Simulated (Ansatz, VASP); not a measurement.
**One calculation of B, two programs**

Contents of POSCAR:

```
B
1.0
   -1.1160082779      1.1160082779      1.1160082779
    1.1160082779     -1.1160082779      1.1160082779
    1.1160082779      1.1160082779     -1.1160082779
B
1
Direct
    0.0000000000      0.0000000000      0.0000000000
```

File INCAR.step1:

```
SYSTEM = B
PREC = Accurate
ENCUT = 520
ISMEAR = -1
SIGMA = 0.1
LREAL = .FALSE.
LASPH = .TRUE.
NELM = 100
NBANDS = 8
GGA = PE
ALGO = Normal
EDIFF = 1E-4
LWAVE = .TRUE.
LCHARG = .FALSE.
```

The input INCAR.step2:

```
SYSTEM = B
PREC = Accurate
ENCUT = 520
EDIFF = 1E-6
ISMEAR = -1
SIGMA = 0.1
LREAL = .FALSE.
LASPH = .TRUE.
NELM = 100
ALGO = Normal
ISIF = 2
LWAVE = .FALSE.
LCHARG = .FALSE.
METAGGA = R2SCAN
LMIXTAU = .TRUE.
NBANDS = 8
ISTART = 1
```

Contents of KPOINTS:

```
Automatic mesh
0
G
  21 21 21
  0 0 0
```

Input for Ansatz:

```yaml
crystal:
  lattice:
    - [-1.1160082779, 1.1160082779, 1.1160082779]
    - [1.1160082779, -1.1160082779, 1.1160082779]
    - [1.1160082779, 1.1160082779, -1.1160082779]
  atoms:
    - { symbol: B, position: [0.0, 0.0, 0.0] }
hamiltonian:
  xc: r2scan
  pseudopotentials:
    kind: paw
    azcp:
      B: "pseudopotentials/B.paw.azcp"
basis:
  ecutwfc: 500
  fft_grid_basis: typed
kpoints:
  mp_grid: { grid: [21, 21, 21], shift: [0, 0, 0] }
magnetization:
  spin_polarized: false
scf:
  occupations: { method: fermi_dirac, width: 0.1 }
  lower_state_search: "off"
output:
  stress: true
  write_density: true
  write_potential: true
  elf: true
  volumetric_format: npy
```

Alike in both runs: task single point; functional r2SCAN; k mesh 21 × 21 × 21; occupations fermi-dirac, width 0.1 eV; no spin polarisation.

|  | VASP | Ansatz |
| --- | --- | --- |
| version | VASP 6.6.1 | Ansatz 0.2.0 |
| potentials or method | VASP PAW PBE potentials, release 64 (B), cutoff 520 eV | plane waves (500 eV) with PAW, scalar-relativistic |
| valence electrons in the cell | 3 | 3 |

|  | VASP | Ansatz | Ansatz less VASP |
| --- | --- | --- | --- |
| pressure (GPa) | 23.6 | 23.9 | +0.28 |

VASP's potentials were made for PBE, not for r2SCAN.
